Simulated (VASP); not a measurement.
Input of a VASP 6.6.1 run:

INCAR

```
SYSTEM = KF
PREC     = Accurate       ! precision mode
ENCUT    = 520            ! plane-wave cutoff, eV
EDIFF    = 1E-6           ! SCF threshold, eV
ISMEAR   = 1              ! smearing method
SIGMA    = 0.1            ! smearing width, eV
LREAL    = .FALSE.        ! projectors in reciprocal space
LASPH    = .TRUE.         ! aspherical terms in the spheres
NELM     = 100            ! most SCF steps
ALGO     = Normal         ! electronic algorithm
ISIF     = 2              ! what is computed and relaxed
LWAVE    = .FALSE.        ! write WAVECAR
LCHARG   = .TRUE.         ! write CHGCAR
GGA      = PE             ! functional
LELF     = .TRUE.         ! ELF
LVHAR    = .TRUE.       
NBANDS   = 15             ! bands
```

Contents of KPOINTS:

```
Automatic mesh
0
G
  6 6 6
  0 0 0
```

POSCAR

```
KF
1.0
    3.2589550000      0.0000000000      0.0000000000
    0.0000000000      3.2589550000      0.0000000000
    0.0000000000      0.0000000000      3.2589550000
K F
1 1
Direct
   -0.0011440000      0.0091140000     -0.0103870000
    0.5052220000      0.4918970000      0.4872750000
```

Potentials or basis: VASP PAW PBE potentials, release 64 (K_sv, F).

Launch:

```sh
$ cat potpaw_PBE.64/K_sv/POTCAR potpaw_PBE.64/F/POTCAR > POTCAR
$ mpirun -np 1 vasp_std > vasp.out
```

(1) Estimate the band gap on the k mesh.

(2) Estimate the pressure.

(3) Predict the largest force.

Results:

(1) 6.26 eV (least direct gap 6.31 eV).

(2) 0.0 GPa.

(3) 0.048 eV/Å.
